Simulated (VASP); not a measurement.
## W: single point with RPBE

Crystal: W.

```
CELL_PARAMETERS angstrom
0.00000 2.81142 2.81142
2.81142 0.00000 2.81142
2.81142 2.81142 0.00000
ATOMIC_POSITIONS crystal
W 0.12500 0.12500 0.12500
W 0.87500 0.87500 0.87500
```

This isn't the form of W at room conditions, which is bcc.

| Item | Value |
| --- | --- |
| Program | VASP 6.6.1 |
| Task | single point |
| Functional | RPBE |
| Potentials or basis | VASP PAW PBE potentials, release 64 (W_sv) |
| Cutoff | 520 eV |
| k mesh | 11 × 11 × 11 |
| Occupations | fermi-dirac, width 0.1 eV |
| Spin | no spin polarisation |
| Dipole correction | no |
| Further INCAR settings | ALGO = Normal; EDIFF = 1e-06; NBANDS = 21 |

| Property | Result |
| --- | --- |
| Pressure | 19.7 GPa |
| Band gap on the k mesh | zero (bands 14 and 15 overlap by 1.00 eV) |

Levels at points of the mesh, in eV from the Fermi level:
| k point | band 12 | band 13 | band 14 | band 15 | band 16 | band 17 |
| --- | --- | --- | --- | --- | --- | --- |
| (0.00, 0.00, 0.00) | -1.22 | -1.22 | -1.22 | 1.68 | 1.68 | 1.68 |

It took 64 s on 1 thread of Intel Xeon 8259CL, with other jobs on the host, peak memory 0.19 GiB.

Caveat: the cell stands under pressure; the PAW data sets were made with another functional, which shifts forces and pressure a little; spin-orbit coupling is left out, which moves the levels of the heavy elements.
